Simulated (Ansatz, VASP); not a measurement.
**Zn2S3 in VASP and in Ansatz**

The input POSCAR:

```
Zn2S3
1.0
    4.0461712550      0.0000000000      0.0000000000
   -2.0230856275      3.5040870949      0.0000000000
    0.0000000000      0.0000000000      6.2951852266
Zn S
2 3
Direct
    0.3333333333      0.6666666667      0.2450000000
    0.6666666667      0.3333333333      0.7550000000
    0.0000000000      0.0000000000      0.0000000000
    0.3333333333      0.6666666667      0.6450000000
    0.6666666667      0.3333333333      0.3550000000
```

The input INCAR.step1:

```
SYSTEM = Zn2S3
ALGO     = Normal         ! electronic algorithm
EDIFF    = 1E-4           ! SCF threshold, eV
ENCUT    = 520            ! plane-wave cutoff, eV
GGA      = PE             ! functional
ISMEAR   = 0              ! smearing method
LASPH    = .True.         ! aspherical terms in the spheres
LCHARG   = .False.        ! write CHGCAR
LREAL    = .False.        ! projectors in reciprocal space
LWAVE    = .True.         ! write WAVECAR
NBANDS   = 29             ! bands
NELM     = 80             ! most SCF steps
PREC     = Accurate       ! precision mode
SIGMA    = 0.1            ! smearing width, eV
```

The input INCAR.step2:

```
SYSTEM = Zn2S3
ALGO     = Normal         ! electronic algorithm
EDIFF    = 1E-7           ! SCF threshold, eV
ENCUT    = 520            ! plane-wave cutoff, eV
ISIF     = 2              ! what is computed and relaxed
ISMEAR   = 0              ! smearing method
ISTART   = 1            
LASPH    = .True.         ! aspherical terms in the spheres
LCHARG   = .False.        ! write CHGCAR
LMIXTAU  = .True.       
LREAL    = .False.        ! projectors in reciprocal space
LWAVE    = .False.        ! write WAVECAR
METAGGA  = R2SCAN         ! meta-GGA
NBANDS   = 29             ! bands
NELM     = 80             ! most SCF steps
PREC     = Accurate       ! precision mode
SIGMA    = 0.1            ! smearing width, eV
```

The input KPOINTS:

```
k-points
0
Gamma
  6 6 4
  0 0 0
```

Input for Ansatz:

```yaml
crystal:
  lattice:
    - [4.046171255, 0.0, 0.0]
    - [-2.0230856275, 3.5040870949, 0.0]
    - [0.0, 0.0, 6.2951852266]
  atoms:
    - { symbol: Zn, position: [0.3333333333, 0.6666666667, 0.245] }
    - { symbol: Zn, position: [0.6666666667, 0.3333333333, 0.755] }
    - { symbol: S, position: [0.0, 0.0, 0.0] }
    - { symbol: S, position: [0.3333333333, 0.6666666667, 0.645] }
    - { symbol: S, position: [0.6666666667, 0.3333333333, 0.355] }
basis:
  ecutwfc: 500
kpoints:
  mp_grid: { grid: [6, 6, 4] }
hamiltonian:
  xc: r2scan
scf:
  occupations: { method: gaussian, width: 0.1 }
  lower_state_search: "off"
output:
  forces: true
  stress: true
  eigenvalues: true
```

Alike in both runs: task single point; functional r2SCAN; k mesh 6 × 6 × 4; occupations gaussian, width 0.1 eV; no spin polarisation.

|  | VASP | Ansatz |
| --- | --- | --- |
| version | VASP 6.6.1 | Ansatz 0.2.0 |
| potentials or method | VASP PAW PBE potentials, release 64 (Zn, S), cutoff 520 eV | scalar-relativistic, plane waves, PAW |
| valence electrons in the cell | 42 | 42 |

|  | VASP | Ansatz | Ansatz less VASP |
| --- | --- | --- | --- |
| gap on the k mesh at the Fermi level (eV) | none | none | - |
| pressure (GPa) | 1.0 | 0.9 | -0.09 |
| traceless stress, the component that is largest in VASP (GPa) | 5.20 | 5.19 | -0.007 |
| rms of the force components (eV/Å) | 0.336 | 0.336 | 0.0000 |

VASP's potentials were made for PBE, not for r2SCAN. Atom by atom the forces differ by 0.001 eV/Å (rms over components). A gap of «none» marks a metal or a gap that the smearing closes.
